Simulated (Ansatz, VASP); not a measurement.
# Two plane-wave programs on Ti3Se

INCAR

```
ALGO = Normal
EDIFF = 1E-6
ENCUT = 520
GGA = PE
ISIF = 2
ISMEAR = -1
LASPH = T
LCHARG = F
LREAL = F
LWAVE = F
NBANDS = 29
NELM = 80
PREC = Accurate
SIGMA = 0.05
```

File KPOINTS:

```
k-points
0
Gamma
  10 10 4
```

File POSCAR:

```
Ti3Se
1.0
    3.1974455988      0.0000000000      0.0000000000
   -1.5987227994      2.7690691158      0.0000000000
    0.0000000000      0.0000000000      7.9427450000
Se Ti
1 3
Direct
    0.0000000000      0.0000000000      0.0000000000
    0.6666666667      0.3333333333      0.5000000000
    0.3333333333      0.6666666667      0.7729020000
    0.3333333333      0.6666666667      0.2270980000
```

The input input.yaml:

```yaml
crystal:
  lattice:
    - [3.1974455988, 0.0, 0.0]
    - [-1.5987227994, 2.7690691158, 0.0]
    - [0.0, 0.0, 7.942745]
  atoms:
    - { symbol: Se, position: [0.0, 0.0, 0.0] }
    - { symbol: Ti, position: [0.6666666667, 0.3333333333, 0.5] }
    - { symbol: Ti, position: [0.3333333333, 0.6666666667, 0.772902] }
    - { symbol: Ti, position: [0.3333333333, 0.6666666667, 0.227098] }
hamiltonian:
  xc: pbe
  pseudopotentials: { kind: paw }
kpoints:
  mp_grid: { grid: [10, 10, 4] }
scf:
  occupations: { method: fermi_dirac, width: 0.05 }
output:
  forces: true
  stress: true
  eigenvalues: true
```

Alike in both runs: task single point; functional PBE; k mesh 10 × 10 × 4; occupations fermi-dirac, width 0.05 eV; no spin polarisation.

|  | VASP | Ansatz |
| --- | --- | --- |
| version | VASP 6.6.1 | Ansatz 0.2.0 |
| potentials or method | VASP PAW PBE potentials, release 64 (Se, Ti_sv) | Ansatz PAW |
| plane-wave cutoff (eV) | 520 | 420 |
| valence electrons in the cell | 42 | 52 |

|  | VASP | Ansatz | Ansatz less VASP |
| --- | --- | --- | --- |
| gap on the k mesh at the Fermi level (eV) | none | none | - |
| pressure (GPa) | 0.2 | 0.1 | -0.03 |
| traceless stress, the component that is largest in VASP (GPa) | 0.12 | 0.12 | -0.003 |
| rms of the force components (eV/Å) | 0.018 | 0.009 | -0.0090 |

Atom by atom the forces differ by 0.009 eV/Å (rms over components). A gap of «none» marks a metal or a gap that the smearing closes. The functional is the same, so the differences come from potentials, cutoffs and numerics. VASP's potentials hold 42 valence electrons a cell and Ansatz's 52, so a difference there can come from the potentials and not from the codes.
